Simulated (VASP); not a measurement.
Input of a VASP 6.6.1 run:

INCAR

```
SYSTEM = AlAs
PREC = Accurate
ENCUT = 500
EDIFF = 1E-6
ISMEAR = 1
SIGMA = 0.01
LREAL = .FALSE.
LASPH = .TRUE.
NELM = 120
ALGO = Normal
ISIF = 2
LWAVE = .FALSE.
LCHARG = .TRUE.
GGA = PE
LELF = .TRUE.
LVHAR = .TRUE.
NBANDS = 11
GGA_COMPAT = .FALSE.
```

Contents of KPOINTS:

```
regular mesh
0
G
  6 6 6
  0 0 0
```

The input POSCAR:

```
AlAs
1.0
    0.0000000000      2.7824178492      2.7824178492
    2.7824178492      0.0000000000      2.7824178492
    2.7824178492      2.7824178492      0.0000000000
Al As
1 1
Direct
    0.0000000000      0.0000000000      0.0000000000
    0.2500000000      0.2500000000      0.2500000000
```

Potentials or basis: VASP PAW PBE potentials, release 64 (Al, As).

The run is started by

```bash
$ cat potpaw_PBE.64/Al/POTCAR potpaw_PBE.64/As/POTCAR > POTCAR
$ mpirun -np 1 vasp_std > vasp.out
```

Question: What does it give for the pressure?

Answer: 7.3 GPa.

Question: Estimate the band gap on the k mesh.

Answer: 1.34 eV (least direct gap 2.48 eV).

Caveat: the cell stands under pressure. A k mesh can miss the band edges.
